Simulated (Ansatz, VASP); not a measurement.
One calculation of Mo, two programs

File INCAR:

```
SYSTEM = Mo
  PREC = Accurate
  ENCUT = 520
  EDIFF = 1E-6
  ISMEAR = -1
  SIGMA = 0.08
  LREAL = .FALSE.
  LASPH = .TRUE.
  NELM = 80
  ALGO = Normal
  ISIF = 2
  LWAVE = .FALSE.
  LCHARG = .TRUE.
  GGA = PS
  LELF = .TRUE.
  LVHAR = .TRUE.
  NBANDS = 13
```

KPOINTS

```
Automatic mesh
0
G
  17 17 17
  0 0 0
```

The input POSCAR:

```
Mo
1.0
   -1.2822921809      1.2822921809      1.2822921809
    1.2822921809     -1.2822921809      1.2822921809
    1.2822921809      1.2822921809     -1.2822921809
Mo
1
Direct
    0.0000000000      0.0000000000      0.0000000000
```

Input for Ansatz:

```yaml
crystal:
  lattice:
    - [-1.2822921809, 1.2822921809, 1.2822921809]
    - [1.2822921809, -1.2822921809, 1.2822921809]
    - [1.2822921809, 1.2822921809, -1.2822921809]
  atoms:
    - { symbol: Mo, position: [0.0, 0.0, 0.0] }
kpoints:
  mp_grid: { grid: [17, 17, 17] }
scf:
  occupations: { method: fermi_dirac, width: 0.08 }
hamiltonian:
  xc: pbesol
  pseudopotentials: { kind: paw }
output:
  forces: true
  stress: true
  eigenvalues: true
  populations: true
```

Change from the starting cell: volume scaled by 0.55, PAW files.

Alike in both runs: task single point; functional PBEsol; k mesh 17 × 17 × 17; occupations fermi-dirac, width 0.08 eV; no spin polarisation.

|  | VASP | Ansatz |
| --- | --- | --- |
| version | VASP 6.6.1 | Ansatz 0.2.0 |
| potentials or method | VASP PAW PBE potentials, release 64 (Mo_sv) | PAW with Ansatz's default frozen-core files, scalar-relativistic |
| plane-wave cutoff (eV) | 520 | 420 |
| valence electrons in the cell | 14 | 14 |

```tsv
	VASP	Ansatz	Ansatz less VASP
pressure (GPa)	544.7	532.6	-12.17
```

VASP's potentials were made for PBE, not for PBEsol. Both programs put the cell under a high pressure, so it lies far from rest at this level.

Noted on VASP's run: the cell as given lies far from equilibrium.
